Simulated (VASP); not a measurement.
# CoSi2 (Fm-3m) in VASP: further runs

CoSi2 is run at these levels: PBE; tasks: single point, relaxation of cell and atoms.

Everything below comes from runs of VASP 6.6.1. Logs are shortened: lines on timing, memory, paths and dates and some standing lists are left out, and cuts for length are marked.

### 1 The cell of the first run

The structure is cubic, space group Fm-3m (No. 225). The conventional cell has a = 5.360 Å, b = 5.360 Å, c = 5.360 Å, α = 90.00°, β = 90.00°, γ = 90.00°. Co (site symmetry m-3m) has 8 Si at 2.32 Å within 3.1 Å. Si (site symmetry -43m) has 4 Co at 2.32 Å and 6 Si at 2.68 Å within 3.1 Å.

### 2 Single point, PBE

INCAR

```
PREC = Accurate
ENCUT = 520
EDIFF = 1E-6
ISMEAR = 0
SIGMA = 0.15
LREAL = F
LASPH = T
NELM = 60
ALGO = Normal
ISIF = 2
LWAVE = F
LCHARG = F
GGA = PE
NBANDS = 16
```

KPOINTS

```
regular mesh
0
Gamma
  16 16 16
```

POSCAR

```
CoSi2
1.0
    0.0000000000      2.6799390597      2.6799390597
    2.6799390597      0.0000000000      2.6799390597
    2.6799390597      2.6799390597      0.0000000000
Co Si
1 2
Direct
    0.0000000000      0.0000000000      0.0000000000
    0.2500000000      0.2500000000      0.2500000000
    0.7500000000      0.7500000000      0.7500000000
```

Potentials or basis: VASP PAW PBE potentials, release 64 (Co, Si).

Command:

```sh
> cat potpaw_PBE.64/Co/POTCAR potpaw_PBE.64/Si/POTCAR > POTCAR
> mpirun -np 1 vasp_std > vasp.out
```

OUTCAR:

```text
PREC = Accurate
   ENCUT = 520
   EDIFF = 1E-6
   ISMEAR = 0
   LREAL = F
   LASPH = T
   NELM = 60
   ISIF = 2
   GGA = PE

 ion  position               nearest neighbor table
   1  0.000  0.000  0.000-   3 2.32   3 2.32   3 2.32   2 2.32   2 2.32   2 2.32   3 2.32   2 2.32

   2  0.250  0.250  0.250-   1 2.32   1 2.32   1 2.32   1 2.32   3 2.68   3 2.68   3 2.68   3 2.68
                             3 2.68   3 2.68
   3  0.750  0.750  0.750-   1 2.32   1 2.32   1 2.32   1 2.32   2 2.68   2 2.68   2 2.68   2 2.68
                             2 2.68   2 2.68

  LATTYP: Found a face centered cubic cell.
 ALAT       =     5.3598781194

  Lattice vectors:

 A1 = (   0.0000000000,   2.6799390597,   2.6799390597)
 A2 = (   2.6799390597,   0.0000000000,   2.6799390597)
 A3 = (   2.6799390597,   2.6799390597,   0.0000000000)

Analysis of symmetry for initial positions (statically):
=====================================================================
 Subroutine PRICEL returns:
 Original cell was already a primitive cell.

 Routine SETGRP: Setting up the symmetry group for a
 face centered cubic supercell.

 Subroutine GETGRP returns: Found 48 space group operations
 (whereof 48 operations were pure point group operations)
 out of a pool of 48 trial point group operations.

The static configuration has the point symmetry O_h .

Analysis of symmetry for dynamics (positions and initial velocities):
=====================================================================
 Subroutine PRICEL returns:
 Original cell was already a primitive cell.

 Routine SETGRP: Setting up the symmetry group for a
 face centered cubic supercell.

 Subroutine GETGRP returns: Found 48 space group operations
 (whereof 48 operations were pure point group operations)
 out of a pool of 48 trial point group operations.

The dynamic configuration has the point symmetry O_h .

 Subroutine INISYM returns: Found 48 space group operations
 (whereof 48 operations are pure point group operations),
 and found     1 'primitive' translations

----------------------------------------------------------------------------------------

                                     Primitive cell

  volume of cell :      38.4950

  direct lattice vectors                    reciprocal lattice vectors
     0.000000000  2.679939060  2.679939060    -0.186571407  0.186571407  0.186571407
     2.679939060  0.000000000  2.679939060     0.186571407 -0.186571407  0.186571407
     2.679939060  2.679939060  0.000000000     0.186571407  0.186571407 -0.186571407

  length of vectors
     3.790006165  3.790006165  3.790006165     0.323151155  0.323151155  0.323151155

  position of ions in fractional coordinates (direct lattice)
     0.000000000  0.000000000  0.000000000
     0.250000000  0.250000000  0.250000000
     0.750000000  0.750000000  0.750000000

  ion indices of the primitive-cell ions
   primitive index   ion index
                 1           1
                 2           2
                 3           3

----------------------------------------------------------------------------------------

 KPOINTS: regular mesh

Automatic generation of k-mesh.
 Grid dimensions read from file:
 generate k-points for:   16   16   16

 Generating k-lattice:

  Cartesian coordinates                     Fractional coordinates (reciprocal lattice)
    -0.011660713  0.011660713  0.011660713     0.062500000  0.000000000  0.000000000
     0.011660713 -0.011660713  0.011660713     0.000000000  0.062500000  0.000000000
     0.011660713  0.011660713 -0.011660713     0.000000000  0.000000000  0.062500000

  Length of vectors
     0.020196947  0.020196947  0.020196947

  Shift w.r.t. Gamma in fractional coordinates (k-lattice)
     0.000000000  0.000000000  0.000000000

 Subroutine IBZKPT returns following result:
 ===========================================

 Found    145 irreducible k-points:

 Following reciprocal coordinates:
            Coordinates               Weight
  0.000000  0.000000  0.000000      1.000000
  0.062500  0.000000  0.000000      8.000000
  0.125000  0.000000  0.000000      8.000000
  0.187500  0.000000  0.000000      8.000000
  0.250000  0.000000  0.000000      8.000000
  0.312500  0.000000  0.000000      8.000000
[... 16 lines left out ...]
 -0.125000  0.062500  0.000000     24.000000
 -0.062500  0.062500  0.000000     12.000000
 [... further k-points ...]
   k-points           NKPTS =    145   k-points in BZ     NKDIM =    145   number of bands    NBANDS=     16
   number of dos      NEDOS =    301   number of ions     NIONS =      3
   total plane-waves  NPLWV =  21952
   dimension x,y,z NGX =    28 NGY =   28 NGZ =   28
   dimension x,y,z NGXF=    56 NGYF=   56 NGZF=   56
   ions per type =               1   2
   NGX,Y,Z   is equivalent  to a cutoff of  12.28, 12.28, 12.28 a.u.
   NGXF,Y,Z  is equivalent  to a cutoff of  24.56, 24.56, 24.56 a.u.
 SYSTEM =  unknown system
   PREC   = accura    normal or accurate (medium, high low for compatibility)
   ISTART =      0    job   : 0-new  1-cont  2-samecut
   ICHARG =      2    charge: 1-file 2-atom 10-const
   ISPIN  =      1    spin polarized calculation?
   LNONCOLLINEAR =      F non collinear calculations
   LSORBIT =      F    spin-orbit coupling
   LASPH  =      T    aspherical Exc in radial PAW
   ENCUT  =  520.0 eV  38.22 Ry    6.18 a.u.   7.05  7.05  7.05*2*pi/ulx,y,z
   NELM   =     60;   NELMIN=  2; NELMDL= -5     # of ELM steps
   EDIFF  = 0.1E-05   stopping-criterion for ELM
   LREAL  =      F    real-space projection
   EDIFFG = 0.1E-04   stopping-criterion for IOM
   NSW    =      0    number of steps for IOM
   IBRION =     -1    ionic relax: 0-MD 1-quasi-New 2-CG
   NFREE  =      0    steps in history (QN), initial steepest desc. (CG)
   ISIF   =      2    stress and relaxation
   ISYM   =      2    0-nonsym 1-usesym 2-fastsym
   POTIM  = 0.5000    time-step for ionic-motion
   TEBEG  =    0.0;   TEEND  =   0.0 temperature during run
   PSTRESS=    0.0 pullay stress
   NELECT =      17.0000    total number of electrons
   NUPDOWN=      -1.0000    fix difference up-down
   EMIN   =  10.00;   EMAX   =-10.00  energy-range for DOS
   EFERMI =   0.00;   METHOD = LEGACY
   ISMEAR =     0;   SIGMA  =   0.15  broadening in eV -4-tet -1-fermi 0-gaus
   EFERMI_NEDOS =   21; number of points for ismear=-14 and -15
   IALGO  =     38    algorithm
   IMIX   =      4    mixing-type and parameters
     AMIX     =   0.40;   BMIX     =  1.00
     AMIX_MAG =   1.60;   BMIX_MAG =  1.00
  volume/ion in A,a.u.               =      12.83        86.59
  Fermi-wavevector in a.u.,A,eV,Ry     =   1.246684  2.355890 21.146444  1.554220
  Thomas-Fermi vector in A             =   2.380850
   LORBIT       =      0    0 simple, 1 ext, 2 COOP (PROOUT), +10 PAW based schemes
   GGA     = PE    functional components
   LHFCALC =     F    Hartree Fock is set to
   AEXX    =    0.0000 exact exchange contribution
   IVDW    =     0    specifies the selected vdW correction
   LEPSILON=     F    determine dielectric tensor
   LRPA    =     F    only Hartree local field effects (RPA)
 non-spin polarized calculation
 Gauss-broadening in eV      SIGMA  =   0.15
  energy-cutoff  :      520.00
  volume of cell :       38.50
 maximum number of plane-waves:      1056
   NGX = 15   NGY = 15   NGZ = 15

 number of electron      16.9999995 magnetization

 Free energy of the ion-electron system (eV)
  ---------------------------------------------------
  ext. energy  EPLUGINS =         0.00000000
  ---------------------------------------------------
  free energy    TOTEN  =       -19.30008540 eV

  energy without entropy =      -19.28840739  energy(sigma->0) =      -19.29424640

 E-fermi :  10.0497     XC(G=0): -11.7364

 val. band max:       10.0438085948   @ k =  -0.3750   0.1250   0.0000
 cond. band min:      10.0571842699   @ k =  -0.1250   0.1250   0.0000
 fundamental gap:      0.0133756752
 Fermi energy:        10.0497242321

 k-point     1 :       0.0000    0.0000    0.0000
  band No.  band energies     occupation
      1      -3.0443      2.00000
      2       5.9961      2.00000
      3       5.9961      2.00000
      4       5.9961      2.00000
      5       8.1640      2.00000
      6       8.1640      2.00000
[... 8 lines left out ...]
     15      15.7216      0.00000
     16      15.7216      0.00000

 k-point     2 :       0.0625    0.0000    0.0000
  band No.  band energies     occupation
      1      -2.9851      2.00000
      2       5.8453      2.00000
      3       6.0175      2.00000
      4       6.0175      2.00000
      5       8.1456      2.00000
      6       8.1456      2.00000
[... 8 lines left out ...]
     15      15.5063      0.00000
     16      15.6093      0.00000

 k-point     3 :       0.1250    0.0000    0.0000
  band No.  band energies     occupation
      1      -2.8079      2.00000
      2       5.4270      2.00000
      3       6.0786      2.00000
      4       6.0786      2.00000
      5       8.0989      2.00000
      6       8.0989      2.00000
[... 8 lines left out ...]
     15      15.3192      0.00000
     16      15.7135      0.00000

 k-point     4 :       0.1875    0.0000    0.0000
  band No.  band energies     occupation
      1      -2.5147      2.00000
      2       4.8081      2.00000
      3       6.1703      2.00000
      4       6.1703      2.00000
      5       8.0468      2.00000
      6       8.0468      2.00000
[... 8 lines left out ...]
     15      15.8678      0.00000
     16      16.6672      0.00000
[... 324 lines left out ...]
 k-point    22 :      -0.1875    0.0625    0.0000
  band No.  band energies     occupation
      1      -2.3399      2.00000
      2       4.5516      2.00000
      3       6.0662      2.00000
      4       6.3028      2.00000
      5       7.8837      2.00000
      6       8.1448      2.00000
[... 8 lines left out ...]
     15      16.3423      0.00000
     16      17.5361      0.00000

 k-point    23 :      -0.1250    0.0625    0.0000
  band No.  band energies     occupation
      1      -2.6707      2.00000
      2       5.1903      2.00000
      3       6.0134      2.00000
      4       6.1782      2.00000
      5       7.9746      2.00000
      6       8.1526      2.00000
[... 8 lines left out ...]
     15      15.9026      0.00000
     16      16.4954      0.00000

 k-point    24 :      -0.0625    0.0625    0.0000
  band No.  band energies     occupation
      1      -2.8865      2.00000
      2       5.6394      2.00000
      3       5.9955      2.00000
      4       6.0787      2.00000
      5       8.0711      2.00000
      6       8.1616      2.00000
[... 8 lines left out ...]
     15      15.3460      0.00000
     16      15.9175      0.00000

 [... further k-points ...]
[... 5 lines left out ...]
  --------------------------------------------------------------------------------------
  -------------------------------------------------------------------------------------
  Total       -0.0542674     -0.0542674     -0.0542674     -0.0000000      0.0000000      0.0000000
  in kB       -2.2586272     -2.2586272     -2.2586272     -0.0000000      0.0000000      0.0000000
  external PRESSURE =      -2.2586272 kB  Pullay stress =       0.0000000 kB

 VOLUME and BASIS-vectors are now :
 -----------------------------------------------------------------------------
  energy-cutoff  :      520.00
  volume of cell :       38.50
      direct lattice vectors                 reciprocal lattice vectors
     0.000000000  2.679939060  2.679939060    -0.186571407  0.186571407  0.186571407
     2.679939060  0.000000000  2.679939060     0.186571407 -0.186571407  0.186571407
     2.679939060  2.679939060  0.000000000     0.186571407  0.186571407 -0.186571407

 POSITION                                       TOTAL-FORCE (eV/Angst)
 -----------------------------------------------------------------------------------
      0.00000      0.00000      0.00000         0.000000      0.000000      0.000000
      1.33997      1.33997      1.33997         0.000000      0.000000      0.000000
      4.01991      4.01991      4.01991        -0.000000     -0.000000     -0.000000
 -----------------------------------------------------------------------------------
    total drift:                               -0.000000     -0.000000      0.000000

  FREE ENERGIE OF THE ION-ELECTRON SYSTEM (eV)
  ---------------------------------------------------
  free  energy   TOTEN  =       -19.3000854012 eV

  energy  without entropy=      -19.2884073926  energy(sigma->0) =      -19.29424640
```

Run time: 73 s. Hardware: 1 thread of Intel Xeon Platinum 8259CL at 2.50GHz (Skylake/Cascade Lake), shared host; peak memory 0.22 GiB.

What came out:

- Free energy: -19.3001 eV
- Pressure: -0.2 GPa
- Band gap on the k mesh: zero (an odd number of electrons rules out a gap without spin polarisation)

Caveat: the run has no spin polarisation, though such a crystal can be magnetic.

### 3 Single point, PBE

This run uses another cell than the first one: it holds 12 atoms, not 3.

INCAR

```
SYSTEM = CoSi2
PREC     = Accurate       ! precision mode
ENCUT    = 520            ! plane-wave cutoff, eV
EDIFF    = 1E-7           ! SCF threshold, eV
ISMEAR   = 0              ! smearing method
SIGMA    = 0.15           ! smearing width, eV
LREAL    = .FALSE.        ! projectors in reciprocal space
LASPH    = .TRUE.         ! aspherical terms in the spheres
NELM     = 100            ! most SCF steps
ALGO     = Normal         ! electronic algorithm
ISIF     = 2              ! what is computed and relaxed
LWAVE    = .FALSE.        ! write WAVECAR
LCHARG   = .FALSE.        ! write CHGCAR
GGA      = PE             ! functional
NBANDS   = 46             ! bands
```

KPOINTS

```
regular mesh
0
G
  10 10 10
  0 0 0
```

POSCAR

```
CoSi2
1.0
    5.3598781194      0.0000000000      0.0000000000
    0.0000000000     -5.3598781194      0.0000000000
    0.0000000000      0.0000000000     -5.3598781194
Co Si
4 8
Direct
    0.5000000000      0.5000000000      1.0000000000
    0.0000000000      0.0000000000      1.0000000000
    0.0000000000      0.5000000000      0.5000000000
    0.5000000000      0.0000000000      0.5000000000
    0.2500000000      0.2500000000      0.2500000000
    0.7500000000      0.7500000000      0.2500000000
    0.7500000000      0.2500000000      0.7500000000
    0.2500000000      0.7500000000      0.7500000000
    0.7500000000      0.7500000000      0.7500000000
    0.2500000000      0.2500000000      0.7500000000
    0.2500000000      0.7500000000      0.2500000000
    0.7500000000      0.2500000000      0.2500000000
```

Potentials or basis: VASP PAW PBE potentials, release 64 (Co, Si).

Command:

```sh
> cat potpaw_PBE.64/Co/POTCAR potpaw_PBE.64/Si/POTCAR > POTCAR
> mpirun -np 1 vasp_std > vasp.out
```

OUTCAR:

```text
SYSTEM = CoSi2
   PREC = Accurate
   ENCUT = 520
   EDIFF = 1E-7
   ISMEAR = 0
   LREAL = .FALSE.
   LASPH = .TRUE.
   NELM = 100
   ISIF = 2
   GGA = PE

 ion  position               nearest neighbor table
   1  0.500  0.500  0.000-   5 2.32   6 2.32   7 2.32   8 2.32   9 2.32  10 2.32  11 2.32  12 2.32

   2  0.000  0.000  0.000-   5 2.32   6 2.32   7 2.32   8 2.32   9 2.32  10 2.32  11 2.32  12 2.32

   3  0.000  0.500  0.500-   5 2.32   6 2.32   7 2.32   8 2.32   9 2.32  10 2.32  11 2.32  12 2.32
[... 5 lines left out ...]
   6  0.750  0.750  0.250-   1 2.32   2 2.32   3 2.32   4 2.32   9 2.68  11 2.68  12 2.68   9 2.68
                            12 2.68  11 2.68
   7  0.750  0.250  0.750-   1 2.32   2 2.32   3 2.32   4 2.32   9 2.68  10 2.68  12 2.68  12 2.68
                             9 2.68  10 2.68
   8  0.250  0.750  0.750-   1 2.32   2 2.32   3 2.32   4 2.32   9 2.68  10 2.68  11 2.68  11 2.68
                            10 2.68   9 2.68
   9  0.750  0.750  0.750-   1 2.32   2 2.32   3 2.32   4 2.32   6 2.68   7 2.68   8 2.68   6 2.68
                             7 2.68   8 2.68
  10  0.250  0.250  0.750-   1 2.32   2 2.32   3 2.32   4 2.32   5 2.68   7 2.68   8 2.68   5 2.68
[... 221 lines left out ...]
      1      -3.0442      2.00000
      2       1.0175      2.00000
      3       1.0175      2.00000
      4       1.0175      2.00000
      5       2.8870      2.00000
      6       2.8870      2.00000
[... 1165 lines left out ...]
     45      14.4383      0.00000
     46      15.4596      0.00000

 [... further k-points ...]
[... 5 lines left out ...]
  --------------------------------------------------------------------------------------
  -------------------------------------------------------------------------------------
  Total       -0.1498862     -0.1498862     -0.1498862      0.0000000      0.0000000      0.0000000
  in kB       -1.5595796     -1.5595796     -1.5595796      0.0000000      0.0000000      0.0000000
  external PRESSURE =      -1.5595796 kB  Pullay stress =       0.0000000 kB

 VOLUME and BASIS-vectors are now :
 -----------------------------------------------------------------------------
  energy-cutoff  :      520.00
  volume of cell :      153.98
      direct lattice vectors                 reciprocal lattice vectors
     5.359878119  0.000000000  0.000000000     0.186571407  0.000000000  0.000000000
     0.000000000 -5.359878119  0.000000000     0.000000000 -0.186571407  0.000000000
     0.000000000  0.000000000 -5.359878119     0.000000000  0.000000000 -0.186571407

 POSITION                                       TOTAL-FORCE (eV/Angst)
 -----------------------------------------------------------------------------------
      2.67994     -2.67994      0.00000        -0.000000      0.000000     -0.000000
      0.00000      0.00000      0.00000         0.000000     -0.000000      0.000000
      0.00000     -2.67994     -2.67994        -0.000000      0.000000      0.000000
      2.67994      0.00000     -2.67994         0.000000     -0.000000     -0.000000
      1.33997     -1.33997     -1.33997         0.000000      0.000000      0.000000
      4.01991     -4.01991     -1.33997         0.000000      0.000000      0.000000
      4.01991     -1.33997     -4.01991         0.000000      0.000000     -0.000000
      1.33997     -4.01991     -4.01991         0.000000      0.000000     -0.000000
      4.01991     -4.01991     -4.01991        -0.000000      0.000000     -0.000000
      1.33997     -1.33997     -4.01991         0.000000      0.000000     -0.000000
      1.33997     -4.01991     -1.33997         0.000000      0.000000     -0.000000
      4.01991     -1.33997     -1.33997         0.000000      0.000000     -0.000000
 -----------------------------------------------------------------------------------
    total drift:                               -0.000000      0.000000      0.000000

  FREE ENERGIE OF THE ION-ELECTRON SYSTEM (eV)
  ---------------------------------------------------
  free  energy   TOTEN  =       -77.2026171337 eV

  energy  without entropy=      -77.1571124548  energy(sigma->0) =      -77.17986479
```

stdout:

```text
POSCAR found type information on POSCAR CoSi
 POSCAR found :  2 types and      12 ions
 scaLAPACK will be used
 LDA part: xc-table for (Slater+PW92), standard interpolation
 POSCAR, INCAR and KPOINTS ok, starting setup
 FFT: planning ... GRIDC
 FFT: planning ... GRID_SOFT
 FFT: planning ... GRID
 WAVECAR not read
 entering main loop
```

It took 6.2 min on 1 thread of Intel Xeon Platinum 8259CL at 2.50GHz (Skylake/Cascade Lake), shared host; peak memory 0.44 GiB.

Results:

```yaml
Free_energy: -77.2026 eV
Pressure: -0.2 GPa
Band_gap_on_the_k_mesh: zero (bands 34 and 35 overlap by 1.44 eV)
```

Caveat: the run has no spin polarisation, though such a crystal can be magnetic. Spin polarisation is off, so any magnetic state and its effect on volume and gap are missing.

(Part 1 of 2 ends here.)

The gap in the log of VASP goes by the Fermi energy; the results here count the filled bands.